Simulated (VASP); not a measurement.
## Br: single point with PBE+D3(BJ)

Br:

```
CELL_PARAMETERS angstrom
-1.35057 1.35057 3.37555
1.35057 -1.35057 3.37555
1.35057 1.35057 -3.37555
ATOMIC_POSITIONS crystal
Br 0.00000 0.00000 0.00000
```

```yaml
Program: VASP 6.6.1
Task: single point
Functional: PBE
Dispersion: D3(BJ)
Potentials_or_basis: VASP PAW PBE potentials, release 64 (Br)
Cutoff: 520 eV
k_mesh: 22 × 22 × 22
Occupations: gaussian, width 0.15 eV
Spin: no spin polarisation
```

* Pressure: 8.3 GPa
* Band gap on the k mesh: zero (an odd number of electrons rules out a gap without spin polarisation)
* Dispersion energy per atom: -0.297 eV

Stress tensor (GPa, compression positive):
```
11.83  0.00  0.00
 0.00 11.83  0.00
 0.00  0.00  1.26
```

Levels at points of the mesh, in eV from the Fermi level:
```tsv
k point	band 1	band 2	band 3	band 4	band 5	band 6	band 7	band 8
(0.00, 0.00, 0.00)	-17.63	-2.97	1.18	1.18	4.98	9.44	10.74	16.17
(0.50, 0.00, 0.00)	-15.34	-7.30	-2.55	2.38	5.48	12.34	13.38	15.34
(0.50, 0.50, 0.00)	-13.22	-5.62	-5.22	-0.92	4.41	7.59	12.49	13.90
(0.50, 0.50, 0.50)	-17.24	-5.91	0.93	0.93	8.80	9.57	12.83	18.44
```

It took 95 s on 1 thread of Intel(R) Xeon(R) 6975P-C (Granite Rapids), on a shared host, peak memory 0.33 GiB.

Caveat: the stress differs along the axes, from 1 to 12 GPa; an odd number of electrons without spin polarisation forces a metal; a magnetic or distorted state may lie lower.
